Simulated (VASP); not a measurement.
# PbS in VASP: further runs

PbS is run at these levels: PBEsol, r2SCAN; tasks: single point.

Program: VASP 6.6.1. These are calculated values, not measurements. Logs are shortened: lines on timing, memory, paths and dates and some standing lists are left out, and cuts for length are marked.

**1. The cell of the first run**

Symmetry: P4mm, No. 99, tetragonal system. Conventional cell: a = 3.654 Å, b = 3.654 Å, c = 3.654 Å, α = 90.00°, β = 90.00°, γ = 90.00°. Pb (site symmetry 4mm) has 8 S at 3.14 to 3.19 Å and 6 Pb at 3.65 Å within 4.1 Å. Within 4.1 Å of S (site symmetry 4mm) lie 8 Pb at 3.14 to 3.19 Å and 6 S at 3.65 Å.

**2. Single point, PBEsol**

INCAR reads:

```
PREC = Accurate
ENCUT = 500
EDIFF = 1E-6
ISMEAR = 0
SIGMA = 0.1
LREAL = False
LASPH = True
NELM = 120
ALGO = Normal
ISIF = 2
LWAVE = False
LCHARG = False
GGA = PS
NBANDS = 17
GGA_COMPAT = False
```

KPOINTS reads:

```
Automatic mesh
0
Gamma
  4 4 4
```

POSCAR reads:

```
PbS
1.0
    3.6536590000      0.0000000000      0.0000000000
    0.0000000000      3.6536590000      0.0000000000
    0.0000000000      0.0000000000      3.6536590000
Pb S
1 1
Direct
    0.0000000000      0.0136849115      0.0000000000
    0.5000000000      0.5000000000      0.5000000000
```

Potentials or basis: VASP PAW PBE potentials, release 64 (Pb_d, S).

The run is started by

```bash
$ cat potpaw_PBE.64/Pb_d/POTCAR potpaw_PBE.64/S/POTCAR > POTCAR
$ mpirun -np 1 vasp_std > vasp.out
```

OUTCAR:

```text
PREC = Accurate
   ENCUT = 500
   EDIFF = 1E-6
   ISMEAR = 0
   LREAL = False
   LASPH = True
   NELM = 120
   ISIF = 2
   GGA = PS

 ion  position               nearest neighbor table
   1  0.000  0.014  0.000-   2 3.14   2 3.14   2 3.14   2 3.14   2 3.19   2 3.19   2 3.19   2 3.19

   2  0.500  0.500  0.500-   1 3.14   1 3.14   1 3.14   1 3.14   1 3.19   1 3.19   1 3.19   1 3.19

  LATTYP: Found a simple cubic cell.
 ALAT       =     3.6536590000

  Lattice vectors:

 A1 = (   3.6536590000,   0.0000000000,   0.0000000000)
 A2 = (   0.0000000000,   3.6536590000,   0.0000000000)
 A3 = (   0.0000000000,   0.0000000000,   3.6536590000)

Analysis of symmetry for initial positions (statically):
=====================================================================
 Subroutine PRICEL returns:
 Original cell was already a primitive cell.

 Routine SETGRP: Setting up the symmetry group for a
 simple cubic supercell.

 Subroutine GETGRP returns: Found  8 space group operations
 (whereof  8 operations were pure point group operations)
 out of a pool of 48 trial point group operations.

The static configuration has the point symmetry C_4v.

Analysis of symmetry for dynamics (positions and initial velocities):
=====================================================================
 Subroutine PRICEL returns:
 Original cell was already a primitive cell.

 Routine SETGRP: Setting up the symmetry group for a
 simple cubic supercell.

 Subroutine GETGRP returns: Found  8 space group operations
 (whereof  8 operations were pure point group operations)
 out of a pool of 48 trial point group operations.

The dynamic configuration has the point symmetry C_4v.

 Subroutine INISYM returns: Found  8 space group operations
 (whereof  8 operations are pure point group operations),
 and found     1 'primitive' translations

----------------------------------------------------------------------------------------

                                     Primitive cell

  volume of cell :      48.7735

  direct lattice vectors                    reciprocal lattice vectors
     3.653659000  0.000000000  0.000000000     0.273698230  0.000000000  0.000000000
     0.000000000  3.653659000  0.000000000     0.000000000  0.273698230  0.000000000
     0.000000000  0.000000000  3.653659000     0.000000000  0.000000000  0.273698230

  length of vectors
     3.653659000  3.653659000  3.653659000     0.273698230  0.273698230  0.273698230

  position of ions in fractional coordinates (direct lattice)
     0.000000000  0.013684912  0.000000000
     0.500000000  0.500000000  0.500000000

  ion indices of the primitive-cell ions
   primitive index   ion index
                 1           1
                 2           2

----------------------------------------------------------------------------------------

 KPOINTS: Automatic mesh

Automatic generation of k-mesh.
 Grid dimensions read from file:
 generate k-points for:    4    4    4

 Generating k-lattice:

  Cartesian coordinates                     Fractional coordinates (reciprocal lattice)
     0.068424557  0.000000000  0.000000000     0.250000000  0.000000000  0.000000000
     0.000000000  0.068424557  0.000000000     0.000000000  0.250000000  0.000000000
     0.000000000  0.000000000  0.068424557     0.000000000  0.000000000  0.250000000

  Length of vectors
     0.068424557  0.068424557  0.068424557

  Shift w.r.t. Gamma in fractional coordinates (k-lattice)
     0.000000000  0.000000000  0.000000000

 Subroutine IBZKPT returns following result:
 ===========================================

 Found     18 irreducible k-points:

 Following reciprocal coordinates:
            Coordinates               Weight
  0.000000  0.000000  0.000000      1.000000
  0.250000  0.000000  0.000000      4.000000
  0.000000  0.250000  0.000000      2.000000
  0.500000  0.000000  0.000000      2.000000
  0.000000  0.500000  0.000000      1.000000
  0.250000  0.250000  0.000000      8.000000
[... 10 lines left out ...]
  0.500000  0.250000  0.500000      2.000000
  0.500000  0.500000  0.500000      1.000000
   k-points           NKPTS =     18   k-points in BZ     NKDIM =     18   number of bands    NBANDS=     17
   number of dos      NEDOS =    301   number of ions     NIONS =      2
   total plane-waves  NPLWV =  21952
   dimension x,y,z NGX =    28 NGY =   28 NGZ =   28
   dimension x,y,z NGXF=    56 NGYF=   56 NGZF=   56
   ions per type =               1   1
   NGX,Y,Z   is equivalent  to a cutoff of  12.74, 12.74, 12.74 a.u.
   NGXF,Y,Z  is equivalent  to a cutoff of  25.48, 25.48, 25.48 a.u.
 SYSTEM =  unknown system
   PREC   = accura    normal or accurate (medium, high low for compatibility)
   ISTART =      0    job   : 0-new  1-cont  2-samecut
   ICHARG =      2    charge: 1-file 2-atom 10-const
   ISPIN  =      1    spin polarized calculation?
   LNONCOLLINEAR =      F non collinear calculations
   LSORBIT =      F    spin-orbit coupling
   LASPH  =      T    aspherical Exc in radial PAW
   ENCUT  =  500.0 eV  36.75 Ry    6.06 a.u.   6.66  6.66  6.66*2*pi/ulx,y,z
   NELM   =    120;   NELMIN=  2; NELMDL= -5     # of ELM steps
   EDIFF  = 0.1E-05   stopping-criterion for ELM
   LREAL  =      F    real-space projection
   EDIFFG = 0.1E-04   stopping-criterion for IOM
   NSW    =      0    number of steps for IOM
   IBRION =     -1    ionic relax: 0-MD 1-quasi-New 2-CG
   NFREE  =      0    steps in history (QN), initial steepest desc. (CG)
   ISIF   =      2    stress and relaxation
   ISYM   =      2    0-nonsym 1-usesym 2-fastsym
   POTIM  = 0.5000    time-step for ionic-motion
   TEBEG  =    0.0;   TEEND  =   0.0 temperature during run
   PSTRESS=    0.0 pullay stress
   NELECT =      20.0000    total number of electrons
   NUPDOWN=      -1.0000    fix difference up-down
   EMIN   =  10.00;   EMAX   =-10.00  energy-range for DOS
   EFERMI =   0.00;   METHOD = LEGACY
   ISMEAR =     0;   SIGMA  =   0.10  broadening in eV -4-tet -1-fermi 0-gaus
   EFERMI_NEDOS =   21; number of points for ismear=-14 and -15
   IALGO  =     38    algorithm
   IMIX   =      4    mixing-type and parameters
     AMIX     =   0.40;   BMIX     =  1.00
     AMIX_MAG =   1.60;   BMIX_MAG =  1.00
  volume/ion in A,a.u.               =      24.39       164.57
  Fermi-wavevector in a.u.,A,eV,Ry     =   1.216252  2.298383 20.126668  1.479268
  Thomas-Fermi vector in A             =   2.351612
   LORBIT       =      0    0 simple, 1 ext, 2 COOP (PROOUT), +10 PAW based schemes
   GGA     = PS    functional components
   LHFCALC =     F    Hartree Fock is set to
   AEXX    =    0.0000 exact exchange contribution
   IVDW    =     0    specifies the selected vdW correction
   LEPSILON=     F    determine dielectric tensor
   LRPA    =     F    only Hartree local field effects (RPA)
 non-spin polarized calculation
 Gauss-broadening in eV      SIGMA  =   0.10
  energy-cutoff  :      500.00
  volume of cell :       48.77
 maximum number of plane-waves:      1250
 NGX is ok and might be reduce to    28
   NGX = 13   NGY = 13   NGZ = 13

 number of electron      19.9999997 magnetization

 Free energy of the ion-electron system (eV)
  ---------------------------------------------------
  ext. energy  EPLUGINS =         0.00000000
  ---------------------------------------------------
  free energy    TOTEN  =        -8.91343020 eV

  energy without entropy =       -8.90942810  energy(sigma->0) =       -8.91142915

 E-fermi :   5.8062     XC(G=0): -10.3510

 val. band max:        5.7381531226   @ k =   0.5000   0.0000   0.5000
 cond. band min:       5.8560552696   @ k =   0.0000   0.5000   0.0000
 fundamental gap:      0.1179021471
 Fermi energy:         5.8061504002

 k-point     1 :       0.0000    0.0000    0.0000
  band No.  band energies     occupation
      1     -10.8652      2.00000
      2     -10.8644      2.00000
      3     -10.6519      2.00000
      4     -10.6519      2.00000
      5     -10.6512      2.00000
      6      -7.1516      2.00000
[... 9 lines left out ...]
     16      18.5685      0.00000
     17      18.7719      0.00000

 k-point     2 :       0.2500    0.0000    0.0000
  band No.  band energies     occupation
      1     -10.8599      2.00000
      2     -10.7852      2.00000
      3     -10.6816      2.00000
      4     -10.6808      2.00000
      5     -10.6490      2.00000
      6      -6.6380      2.00000
[... 9 lines left out ...]
     16      17.1039      0.00000
     17      18.6702      0.00000

 k-point     3 :       0.0000    0.2500    0.0000
  band No.  band energies     occupation
      1     -10.8593      2.00000
      2     -10.7859      2.00000
      3     -10.6815      2.00000
      4     -10.6815      2.00000
      5     -10.6483      2.00000
      6      -6.6393      2.00000
[... 9 lines left out ...]
     16      17.1123      0.00000
     17      18.7025      0.00000

 k-point     4 :       0.5000    0.0000    0.0000
  band No.  band energies     occupation
      1     -10.8548      2.00000
      2     -10.7109      2.00000
      3     -10.7101      2.00000
      4     -10.7066      2.00000
      5     -10.6462      2.00000
      6      -5.8237      2.00000
[... 9 lines left out ...]
     16      18.7547      0.00000
     17      19.6557      0.00000
[... 223 lines left out ...]
      1     -10.8057      2.00000
      2     -10.7403      2.00000
      3     -10.7398      2.00000
      4     -10.6878      2.00000
      5     -10.5991      2.00000
      6      -4.9376      2.00000
[... 9 lines left out ...]
     16      17.7734      0.00000
     17      20.5491      0.00000

 k-point    17 :       0.5000    0.2500    0.5000
  band No.  band energies     occupation
      1     -10.8053      2.00000
      2     -10.7403      2.00000
      3     -10.7403      2.00000
      4     -10.6885      2.00000
      5     -10.5985      2.00000
      6      -4.9366      2.00000
[... 9 lines left out ...]
     16      17.7637      0.00000
     17      20.5467      0.00000

 k-point    18 :       0.5000    0.5000    0.5000
  band No.  band energies     occupation
      1     -10.7799      2.00000
      2     -10.7799      2.00000
      3     -10.7797      2.00000
      4     -10.5976      2.00000
      5     -10.5968      2.00000
      6      -4.8127      2.00000
[... 9 lines left out ...]
     16      19.5900      0.00000
     17      22.4440      0.00000

------------------------ aborting loop because EDIFF is reached ----------------------------------------

  FORCE on cell =-STRESS in cart. coord.  units (eV):
  Direction    XX          YY          ZZ          XY          YZ          ZX
  --------------------------------------------------------------------------------------
  -------------------------------------------------------------------------------------
  Total       -1.1567894     -1.1574649     -1.1567894     -0.0000000     -0.0000000      0.0000000
  in kB      -37.9997588    -38.0219481    -37.9997588     -0.0000000     -0.0000000      0.0000000
  external PRESSURE =     -38.0071553 kB  Pullay stress =       0.0000000 kB

 VOLUME and BASIS-vectors are now :
 -----------------------------------------------------------------------------
  energy-cutoff  :      500.00
  volume of cell :       48.77
      direct lattice vectors                 reciprocal lattice vectors
     3.653659000  0.000000000  0.000000000     0.273698230  0.000000000  0.000000000
     0.000000000  3.653659000  0.000000000     0.000000000  0.273698230  0.000000000
     0.000000000  0.000000000  3.653659000     0.000000000  0.000000000  0.273698230

 POSITION                                       TOTAL-FORCE (eV/Angst)
 -----------------------------------------------------------------------------------
      0.00000      0.05000      0.00000        -0.000000      0.065577      0.000000
      1.82683      1.82683      1.82683         0.000000     -0.065577     -0.000000
 -----------------------------------------------------------------------------------
    total drift:                               -0.000000     -0.000346     -0.000002

  FREE ENERGIE OF THE ION-ELECTRON SYSTEM (eV)
  ---------------------------------------------------
  free  energy   TOTEN  =        -8.9134302046 eV

  energy  without entropy=       -8.9094280960  energy(sigma->0) =       -8.91142915
```

It took 7.8 s on 1 thread of Intel Xeon Platinum 8488C (Sapphire Rapids), shared host; peak memory 0.16 GiB.

Results:

| Item | Value |
| --- | --- |
| Free energy | -8.9134 eV |
| Pressure | -3.8 GPa |
| Largest force | 0.066 eV/Å |
| Band gap on the k mesh | zero (band 10 reaches 5.87 eV, above the bottom of band 11 at 5.43 eV) |

Forces on the atoms (eV/Å):
```
Pb   0.000  0.066  0.000
S    0.000 -0.066  0.000
```

Caveat: the k points lie up to 0.43 Å⁻¹ apart; the PAW data sets were made with another functional, which shifts forces and pressure a little; spin-orbit coupling is left out, which moves the levels of the heavy elements.

**3. Single point, r2SCAN**

POSCAR, as its differences from that of step 2:

```diff
@@ -8,3 +8,3 @@
 Direct
-    0.0000000000      0.0136849115      0.0000000000
+    0.0000000000      0.0000000000      0.0000000000
     0.5000000000      0.5000000000      0.5000000000
```

INCAR.step1 reads:

```
SYSTEM = PbS
ALGO     = Normal         ! electronic algorithm
EDIFF    = 1E-5           ! SCF threshold, eV
ENCUT    = 550            ! plane-wave cutoff, eV
GGA      = PE             ! functional
GGA_COMPAT= .False.      
ISMEAR   = 0              ! smearing method
LASPH    = .True.         ! aspherical terms in the spheres
LCHARG   = .False.        ! write CHGCAR
LREAL    = .False.        ! projectors in reciprocal space
LWAVE    = .True.         ! write WAVECAR
NBANDS   = 17             ! bands
NELM     = 120            ! most SCF steps
PREC     = Accurate       ! precision mode
SIGMA    = 0.1            ! smearing width, eV
```

INCAR.step2 reads:

```
SYSTEM = PbS
ALGO     = Normal         ! electronic algorithm
EDIFF    = 1E-6           ! SCF threshold, eV
ENCUT    = 550            ! plane-wave cutoff, eV
GGA_COMPAT= .False.      
ISIF     = 2              ! what is computed and relaxed
ISMEAR   = 0              ! smearing method
ISTART   = 1            
LASPH    = .True.         ! aspherical terms in the spheres
LCHARG   = .False.        ! write CHGCAR
LMIXTAU  = .True.       
LREAL    = .False.        ! projectors in reciprocal space
LWAVE    = .False.        ! write WAVECAR
METAGGA  = R2SCAN         ! meta-GGA
NBANDS   = 17             ! bands
NELM     = 120            ! most SCF steps
PREC     = Accurate       ! precision mode
SIGMA    = 0.1            ! smearing width, eV
```

KPOINTS reads:

```
k-points
0
Gamma
  4 4 4
  0 0 0
```

Potentials or basis: VASP PAW PBE potentials, release 64 (Pb_d, S).

The run is started by

```bash
$ cat potpaw_PBE.64/Pb_d/POTCAR potpaw_PBE.64/S/POTCAR > POTCAR
$ cp INCAR.step1 INCAR
$ mpirun -np 1 vasp_std > vasp.out
$ cp INCAR.step2 INCAR
$ mpirun -np 1 vasp_std > vasp.out
```

It took 28 s on 1 thread of Intel Xeon Platinum 8488C (Sapphire Rapids), shared host; peak memory 0.16 GiB.

The run converged. Its results:

```
Free energy            : -65.0059 eV
Pressure               : -1.5 GPa
Band gap on the k mesh : zero (band 10 reaches 5.86 eV, above the bottom of band 11 at 5.71 eV)
```

Levels at points of the mesh, in eV from the Fermi level:
| k point | band 6 | band 7 | band 8 | band 9 | band 10 | band 11 | band 12 | band 13 | band 14 | band 15 |
| --- | --- | --- | --- | --- | --- | --- | --- | --- | --- | --- |
| (0.00, 0.00, 0.00) | -13.48 | -6.67 | -1.48 | -1.48 | -1.48 | 6.19 | 6.19 | 7.10 | 7.10 | 7.10 |
| (0.50, 0.00, 0.00) | -12.17 | -9.06 | -0.34 | -0.34 | 0.07 | 0.85 | 4.38 | 4.38 | 7.46 | 10.13 |
| (0.50, 0.50, 0.00) | -11.39 | -7.27 | -4.34 | -4.34 | -0.14 | 4.73 | 4.73 | 6.39 | 8.03 | 10.19 |
| (0.50, 0.50, 0.50) | -11.15 | -5.98 | -2.28 | -2.28 | -2.28 | -0.08 | -0.08 | -0.08 | 14.97 | 14.97 |

Caveat: the k points lie up to 0.43 Å⁻¹ apart; the PAW data sets were made with another functional, which shifts forces and pressure a little; spin-orbit coupling is left out, which moves the levels of the heavy elements.
